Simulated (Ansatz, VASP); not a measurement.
SnPdS4: VASP beside Ansatz

Contents of INCAR:

```
SYSTEM = SnPdS4
PREC = Accurate ; ENCUT = 500
EDIFF = 1E-6 ; ISMEAR = 0
SIGMA = 0.1 ; LREAL = .False.
LASPH = .True. ; NELM = 200
ALGO = Normal ; ISIF = 2
LWAVE = .False. ; LCHARG = .True.
ISPIN = 2 ; MAGMOM = 0 1 0 0 0 0
LORBIT = 11 ; LMAXMIX = 4
GGA = PE ; LELF = .True.
LVHAR = .True. ; NBANDS = 37
GGA_COMPAT = .False.
```

File KPOINTS:

```
regular mesh
0
Gamma
  4 4 4
  0 0 0
```

The input POSCAR:

```
SnPdS4
1.0
    4.5046874100     -4.5062730600      0.0000000000
    4.5046874100      4.5062730600      0.0000000000
    0.0000000000      0.0000000000      3.9951987000
Sn Pd S
1 1 4
Direct
    0.0000000000      0.0000000000      0.0000000000
    0.5000000000      0.5000000000      0.5000000000
    0.2073010100      0.2073010100      0.5000000000
    0.6922420100      0.3077579900      0.0000000000
    0.3077579900      0.6922420100      0.0000000000
    0.7926989900      0.7926989900      0.5000000000
```

Input for Ansatz:

```yaml
crystal:
  lattice:
    - [4.50468741, -4.50627306, 0.0]
    - [4.50468741, 4.50627306, 0.0]
    - [0.0, 0.0, 3.9951987]
  atoms:
    - { symbol: Sn, position: [0.0, 0.0, 0.0] }
    - { symbol: Pd, position: [0.5, 0.5, 0.5], spin: 1.0 }
    - { symbol: S, position: [0.20730101, 0.20730101, 0.5] }
    - { symbol: S, position: [0.69224201, 0.30775799, 0.0] }
    - { symbol: S, position: [0.30775799, 0.69224201, 0.0] }
    - { symbol: S, position: [0.79269899, 0.79269899, 0.5] }
basis:
  ecutwfc: 420
kpoints:
  mp_grid: { grid: [4, 4, 4] }
hamiltonian:
  xc: pbe
scf:
  occupations: { method: gaussian, width: 0.1 }
  lower_state_search: "off"
output:
  forces: true
  stress: true
  eigenvalues: true
  populations: true
magnetization:
  spin_polarized: true
```

Change from the starting cell: species swapped into the SrCaI4 type (Cmmm, No. 65).

Alike in both runs: task single point; functional PBE; k mesh 4 × 4 × 4; occupations gaussian, width 0.1 eV; collinear spin.

|  | VASP | Ansatz |
| --- | --- | --- |
| version | VASP 6.6.1 | Ansatz 0.2.0 |
| potentials or method | VASP PAW PBE potentials, release 64 (Sn_d, Pd, S), cutoff 500 eV | scalar-relativistic, plane waves, PAW |
| valence electrons in the cell | 48 | 56 |

```csv
,VASP,Ansatz,Ansatz less VASP
gap on the k mesh at the Fermi level (eV),none,none,-
pressure (GPa),-9.8,-9.7,+0.05
"traceless stress, the component that is largest in VASP (GPa)",0.59,0.58,-0.005
rms of the force components (eV/Å),0.393,0.393,-0.0002
net moment per atom (μB),0.19,0.19,-0.002
size of the moment on the site where the two differ most (μB),0.23,0.27,+0.042
```

Site moments also hang on the region over which each program counts them. Atom by atom the forces differ by 0.000 eV/Å (rms over components). A gap of «none» marks a metal or a gap that the smearing closes. VASP's potentials hold 48 valence electrons a cell and Ansatz's 56, so a difference there can come from the potentials and not from the codes.

The k mesh is coarse, so the values compare programs but aren't converged.
